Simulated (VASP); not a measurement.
Runs of VASP 6.6.1 on Zr2SeS2. The structure is that of space group P6/mmm (No. 191), or close to it. The cells are those of the table. The cell was built from a structure type or drawn by symmetry, and may not be a known phase.

| task | spin | cell | k mesh | cutoff (eV) | gap on the mesh (eV) | pressure (GPa) |
| --- | --- | --- | --- | --- | --- | --- |
| relaxation of cell and atoms | off | relaxed from a = 4.970, b = 4.970, c = 3.461 Å, angles 90.0, 90.0, 120.0°, 5 atoms | 6 × 6 × 6 | 600 | none | 0.0 |
| single point | off | a = 5.521, b = 5.521, c = 4.849 Å, angles 90.0, 90.0, 120.0°, 5 atoms | 6 × 6 × 6 | 520 | none | 0.0 |
| single point | off | a = 4.970, b = 4.970, c = 3.461 Å, angles 90.0, 90.0, 120.0°, 5 atoms | 6 × 6 × 6 | 520 | none | 140.1 |
| single point | collinear | a = 5.521, b = 5.521, c = 4.849 Å, angles 90.0, 90.0, 120.0°, 5 atoms | 6 × 6 × 4 | 520 | none | (a) |

Alike in all rows: level PBE; potentials or basis VASP PAW PBE potentials, release 64 (Zr_sv, Se, S); smearing gaussian 0.1 eV.

**Question.** Fill in the values left out.

**Answer.** (a) 0.6.

Caveats: atoms lie so close that the PAW spheres overlap strongly, which falsifies energies and pressures (at least some runs); the cell stands under pressure (at least some runs).

A k mesh can miss the band edges, and the runs leave out spin-orbit coupling on Se, Zr.

A gap of «none» marks levels without a gap at the run's occupations.
